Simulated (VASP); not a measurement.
# CdSe (F-43m) in VASP: a series of runs

CdSe is run at these levels: LDA; tasks: elastic constants.

Everything below comes from runs of VASP 6.6.1. Logs are shortened: lines on timing, memory, paths and dates and some standing lists are left out, and cuts for length are marked.

## 1. The cell of the first run

It takes space group F-43m (No. 216, cubic). The conventional cell has a = 5.673 Å, b = 5.673 Å, c = 5.673 Å, α = 90.00°, β = 90.00°, γ = 90.00°. Within 3.2 Å of Cd (site symmetry -43m) lie 4 Se at 2.46 Å. Se (site symmetry -43m) has 4 Cd at 2.46 Å within 3.2 Å.

## 2. Elastic constants, LDA

Input file INCAR:

```
SYSTEM = CdSe
PREC = Accurate ; ENCUT = 600
EDIFF = 1E-8 ; ISMEAR = 0
SIGMA = 0.01 ; LREAL = .FALSE.
LASPH = .TRUE. ; NELM = 100
ALGO = Normal ; ISIF = 3
LWAVE = .FALSE. ; LCHARG = .TRUE.
GGA = CA ; IBRION = 6
NFREE = 2 ; POTIM = 0.015
NSW = 1
```

Input file KPOINTS:

```
Automatic mesh
0
G
  6 6 6
  0 0 0
```

Input file POSCAR:

```
CdSe
1.0
    0.0000000000      2.8363331821      2.8363331821
    2.8363331821      0.0000000000      2.8363331821
    2.8363331821      2.8363331821      0.0000000000
Cd Se
1 1
Direct
    0.0000000000      0.0000000000      0.0000000000
    0.7500000000      0.7500000000      0.7500000000
```

Potentials or basis: VASP PAW LDA potentials, release 64 (Cd, Se).

On the command line:

```console
cat potpaw_LDA.64/Cd/POTCAR potpaw_LDA.64/Se/POTCAR > POTCAR
mpirun -np 1 vasp_std > vasp.out
```

OUTCAR:

```text
SYSTEM = CdSe
   PREC = Accurate
   ENCUT = 600
   EDIFF = 1E-8
   ISMEAR = 0
   LREAL = .FALSE.
   LASPH = .TRUE.
   NELM = 100
   ISIF = 3
   GGA = CA
   IBRION = 6
   NFREE = 2
   POTIM = 0.015
   NSW = 1

 ion  position               nearest neighbor table
   1  0.000  0.000  0.000-   2 2.46   2 2.46   2 2.46   2 2.46
   2  0.750  0.750  0.750-   1 2.46   1 2.46   1 2.46   1 2.46

  LATTYP: Found a face centered cubic cell.
 ALAT       =     5.6726663642

  Lattice vectors:

 A1 = (   0.0000000000,   2.8363331821,   2.8363331821)
 A2 = (   2.8363331821,   0.0000000000,   2.8363331821)
 A3 = (   2.8363331821,   2.8363331821,   0.0000000000)

Analysis of symmetry for initial positions (statically):
=====================================================================
 Subroutine PRICEL returns:
 Original cell was already a primitive cell.

 Routine SETGRP: Setting up the symmetry group for a
 face centered cubic supercell.

 Subroutine GETGRP returns: Found 24 space group operations
 (whereof 24 operations were pure point group operations)
 out of a pool of 48 trial point group operations.

The static configuration has the point symmetry T_d .

Analysis of symmetry for dynamics (positions and initial velocities):
=====================================================================
 Subroutine PRICEL returns:
 Original cell was already a primitive cell.

 Routine SETGRP: Setting up the symmetry group for a
 face centered cubic supercell.

 Subroutine GETGRP returns: Found 24 space group operations
 (whereof 24 operations were pure point group operations)
 out of a pool of 48 trial point group operations.

The dynamic configuration has the point symmetry T_d .

 Subroutine INISYM returns: Found 24 space group operations
 (whereof 24 operations are pure point group operations),
 and found     1 'primitive' translations

----------------------------------------------------------------------------------------

                                     Primitive cell

  volume of cell :      45.6354

  direct lattice vectors                    reciprocal lattice vectors
     0.000000000  2.836333182  2.836333182    -0.176283944  0.176283944  0.176283944
     2.836333182  0.000000000  2.836333182     0.176283944 -0.176283944  0.176283944
     2.836333182  2.836333182  0.000000000     0.176283944  0.176283944 -0.176283944

  length of vectors
     4.011180854  4.011180854  4.011180854     0.305332748  0.305332748  0.305332748

  position of ions in fractional coordinates (direct lattice)
     0.000000000  0.000000000  0.000000000
     0.750000000  0.750000000  0.750000000

  ion indices of the primitive-cell ions
   primitive index   ion index
                 1           1
                 2           2

----------------------------------------------------------------------------------------

 KPOINTS: Automatic mesh

Automatic generation of k-mesh.
 Grid dimensions read from file:
 generate k-points for:    6    6    6

 Generating k-lattice:

  Cartesian coordinates                     Fractional coordinates (reciprocal lattice)
    -0.029380657  0.029380657  0.029380657     0.166666667  0.000000000  0.000000000
     0.029380657 -0.029380657  0.029380657     0.000000000  0.166666667  0.000000000
[... 99 lines left out ...]

------------------------ aborting loop because EDIFF is reached ----------------------------------------

  FORCE on cell =-STRESS in cart. coord.  units (eV):
  Direction    XX          YY          ZZ          XY          YZ          ZX
  --------------------------------------------------------------------------------------
  -------------------------------------------------------------------------------------
  Total        4.5383898      4.5383898      4.5383898      0.0000000      0.0000000      0.0000000
  in kB      159.3348013    159.3348013    159.3348013      0.0000000      0.0000000      0.0000000
  external PRESSURE =     159.3348013 kB  Pullay stress =       0.0000000 kB
[... 89 lines left out ...]
  FREE ENERGIE OF THE ION-ELECTRON SYSTEM (eV)
  ---------------------------------------------------
  free  energy   TOTEN  =        -6.3043512855 eV

  energy  without entropy=       -6.3043512855  energy(sigma->0) =       -6.30435129

[... ionic steps 4 to 14 ...]

--------------------------------------- Ionic step       15  -------------------------------------------

 number of electron      18.0000001 magnetization

------------------------ aborting loop because EDIFF is reached ----------------------------------------
[... 67 lines left out ...]
--------------------------------------- Ionic step       17  -------------------------------------------

 number of electron      18.0000000 magnetization

 Free energy of the ion-electron system (eV)
  ---------------------------------------------------
  ext. energy  EPLUGINS =         0.00000000
  ---------------------------------------------------
  free energy    TOTEN  =        -6.37542674 eV

  energy without entropy =       -6.37542674  energy(sigma->0) =       -6.37542674

 E-fermi :   2.8432     XC(G=0): -10.2472

 val. band max:        2.8013847395   @ k =   0.0000   0.0000   0.0000
 cond. band min:       3.5741622926   @ k =   0.0000   0.0000   0.0000
 fundamental gap:      0.7727775531
 Fermi energy:         2.8431945167

 k-point     1 :       0.0000    0.0000    0.0000
  band No.  band energies     occupation
      1     -11.2883      2.00000
      2      -6.1827      2.00000
      3      -6.1673      2.00000
      4      -6.1519      2.00000
      5      -5.5126      2.00000
      6      -5.5123      2.00000
      7       2.7942      2.00000
      8       2.7984      2.00000
      9       2.8014      2.00000
     10       3.5742      0.00000
     11       8.4943      0.00000
     12       8.5013      0.00000
     13       8.5095      0.00000
[... 354 lines left out ...]
  band No.  band energies     occupation
      1     -10.6421      2.00000
      2      -5.9828      2.00000
      3      -5.9194      2.00000
      4      -5.5820      2.00000
      5      -5.4610      2.00000
      6      -5.0277      2.00000
      7      -2.7097      2.00000
      8       0.5543      2.00000
      9       1.2221      2.00000
     10       6.3151      0.00000
     11       8.2553      0.00000
     12       9.9599      0.00000
     13      10.4210      0.00000

 [... further k-points ...]
[... 5 lines left out ...]
  --------------------------------------------------------------------------------------
  -------------------------------------------------------------------------------------
  Total        4.5379574      4.5427062      4.5427062      0.0000000     -0.2386105      0.0000000
  in kB      159.3196201    159.4863428    159.4863428      0.0000000     -8.3771923      0.0000000
  external PRESSURE =     159.4307686 kB  Pullay stress =       0.0000000 kB
[... 17 lines left out ...]
  FREE ENERGIE OF THE ION-ELECTRON SYSTEM (eV)
  ---------------------------------------------------
  free  energy   TOTEN  =        -6.3754267374 eV

  energy  without entropy=       -6.3754267374  energy(sigma->0) =       -6.37542674

 INTERNAL STRAIN TENSORS FROM STRAINED CELLS
 ============================================

 INTERNAL STRAIN TENSOR FOR ION    1 for displacements in x,y,z  (eV/Angst):
          X           Y           Z          XY          YZ          ZX
  --------------------------------------------------------------------------------
  x    -0.00000     0.00000     0.00000     0.00000   -15.90391     0.00000
  y    -0.00000     0.00000     0.00000     0.00000     0.00000   -15.90394
  z    -0.00000     0.00000     0.00000   -15.90468     0.00000     0.00000

 INTERNAL STRAIN TENSORS FROM DISPLACED ATOMS
 ============================================

 INTERNAL STRAIN TENSOR FOR ION    1 for displacements in x,y,z  (eV/Angst):
          X           Y           Z          XY          YZ          ZX
  --------------------------------------------------------------------------------
  x     0.00000     0.00000     0.00000     0.00000   -15.89207     0.00000
  y    -0.00000     0.00000    -0.00000     0.00000     0.00000   -15.89207
  z     0.00000     0.00000     0.00000   -15.89207     0.00000     0.00000

 INTERNAL STRAIN TENSOR FOR ION    2 for displacements in x,y,z  (eV/Angst):
          X           Y           Z          XY          YZ          ZX
  --------------------------------------------------------------------------------
  x    -0.00000    -0.00000    -0.00000     0.00000    15.89950     0.00000
  y    -0.00000    -0.00000    -0.00000     0.00000     0.00000    15.89950
  z    -0.00000    -0.00000    -0.00000    15.89950     0.00000     0.00000

 Eigenvectors and eigenvalues of the dynamical matrix
 ----------------------------------------------------

   1 f  =    7.128917 THz    44.792307 2PiTHz  237.795080 cm-1    29.482819 meV
             X         Y         Z           dx          dy          dz
      0.000000  0.000000  0.000000    -0.582593    0.269172   -0.022084
      4.254500  4.254500  4.254500     0.695483   -0.321329    0.026363
[... 21 lines left out ...]
   6 f/i=    0.001782 THz     0.011197 2PiTHz    0.059445 cm-1     0.007370 meV
             X         Y         Z           dx          dy          dz
      0.000000  0.000000  0.000000    -0.061103    0.704305   -0.296421
      4.254500  4.254500  4.254500    -0.051185    0.589983   -0.248306

--------------------------------------------------------------------------------------------------------

 ELASTIC MODULI CONTR FROM IONIC RELAXATION (kBar)
 Direction    XX          YY          ZZ          XY          YZ          ZX
 --------------------------------------------------------------------------------
 XX          -0.0000     -0.0000     -0.0000      0.0000      0.0000      0.0000
 YY          -0.0000     -0.0000     -0.0000      0.0000      0.0000      0.0000
 ZZ          -0.0000     -0.0000     -0.0000      0.0000      0.0000      0.0000
 XY           0.0000      0.0000      0.0000   -919.8692      0.0000      0.0000
 YZ           0.0000      0.0000      0.0000      0.0000   -919.8692      0.0000
 ZX           0.0000      0.0000      0.0000      0.0000      0.0000   -919.8692
 --------------------------------------------------------------------------------

 TOTAL ELASTIC MODULI (kBar)
 Direction    XX          YY          ZZ          XY          YZ          ZX
 --------------------------------------------------------------------------------
 XX        1098.4255   1100.6415   1100.6415      0.0000      0.0000      0.0000
 YY        1100.6415   1098.4255   1100.6415      0.0000      0.0000      0.0000
 ZZ        1100.6415   1100.6415   1098.4255      0.0000      0.0000     -0.0000
 XY           0.0000      0.0000      0.0000     66.0325      0.0000      0.0000
 YZ           0.0000      0.0000      0.0000      0.0000     66.0325      0.0000
 ZX           0.0000      0.0000     -0.0000      0.0000      0.0000     66.0325
 --------------------------------------------------------------------------------
```

Wall time 2 min (1 thread of Intel Xeon 6975P-C (Granite Rapids), shared host); peak memory 0.23 GiB.

Results:

```
Elastic constants C11, C12, C44                         : 110, 110, 7 GPa
Voigt bulk modulus                                      : 110 GPa
Highest phonon frequency at Γ, LO-TO splitting left out : 238 cm⁻¹
```

Phonon frequencies in cm⁻¹ (negative: imaginary):
```tsv
q point	frequencies
(0.000, 0.000, 0.000)	0 0 0 238 238 238
```

Elastic tensor in Voigt notation (GPa, in the Cartesian axes of the cell as first typed):
```
110 110 110   0   0   0
110 110 110   0   0   0
110 110 110   0   0   0
  0   0   0   7   0   0
  0   0   0   0   7   0
  0   0   0   0   0   7
```

Clamped-ion elastic tensor (GPa):
```
110 110 110   0   0   0
110 110 110   0   0   0
110 110 110   0   0   0
  0   0   0  99   0   0
  0   0   0   0  99   0
  0   0   0   0   0  99
```

Caveat: the cell is under stress, which shifts elastic constants; the elastic tensor has a negative eigenvalue, so either the cell is unstable as it stands or the mesh is too thin.

## 3. Elastic constants, LDA

This run uses another cell than the first one, of 23.86 Å³/atom, 1.046 times its volume.

Input file INCAR:

```
SYSTEM = CdSe
ALGO     = Normal         ! electronic algorithm
EDIFF    = 1E-8           ! SCF threshold, eV
ENCUT    = 600            ! plane-wave cutoff, eV
IBRION   = 6              ! ionic algorithm
ISIF     = 3              ! what is computed and relaxed
ISMEAR   = 0              ! smearing method
LASPH    = .TRUE.         ! aspherical terms in the spheres
LCHARG   = .FALSE.        ! write CHGCAR
LREAL    = .FALSE.        ! projectors in reciprocal space
LWAVE    = .FALSE.        ! write WAVECAR
NBANDS   = 16             ! bands
NELM     = 60             ! most SCF steps
NFREE    = 2            
NSW      = 1              ! ionic steps
POTIM    = 0.015          ! step
PREC     = Accurate       ! precision mode
SIGMA    = 0.01           ! smearing width, eV
```

Input file KPOINTS:

```
k-points
0
G
  6 6 6
  0 0 0
```

Input file POSCAR:

```
CdSe
1.0
    0.0000000000      2.8789260969      2.8789260969
    2.8789260969      0.0000000000      2.8789260969
    2.8789260969      2.8789260969      0.0000000000
Cd Se
1 1
Direct
    0.0000000000      0.0000000000      0.0000000000
    0.7500000000      0.7500000000      0.7500000000
```

Potentials or basis: VASP PAW LDA potentials, release 64 (Cd, Se).

On the command line:

```console
cat potpaw_LDA.64/Cd/POTCAR potpaw_LDA.64/Se/POTCAR > POTCAR
mpirun -np 1 vasp_std > vasp.out
```

Wall time 3.8 min (1 thread of Intel Xeon 6975P-C (Granite Rapids), shared host); peak memory 0.25 GiB.

The run converged. Its results:

```yaml
Elastic_constants_C11_C12_C44: 98, 92, 13 GPa
Voigt_bulk_modulus: 94 GPa
Highest_phonon_frequency_at_Γ_LO-TO_splitting_left_out: 221 cm⁻¹
```

Phonon frequencies in cm⁻¹ (negative: imaginary):
```
              q point        frequencies
(0.000, 0.000, 0.000)  0 0 0 221 221 221
```

Elastic tensor in Voigt notation (GPa, in the Cartesian axes of the cell as first typed):
```
98 92 92  0  0  0
92 98 92  0  0  0
92 92 98  0  0  0
 0  0  0 13  0  0
 0  0  0  0 13  0
 0  0  0  0  0 13
```

Clamped-ion elastic tensor (GPa):
```
98 92 92  0  0  0
92 98 92  0  0  0
92 92 98  0  0  0
 0  0  0 84  0  0
 0  0  0  0 84  0
 0  0  0  0  0 84
```

Caveat: the cell is under stress, which shifts elastic constants.
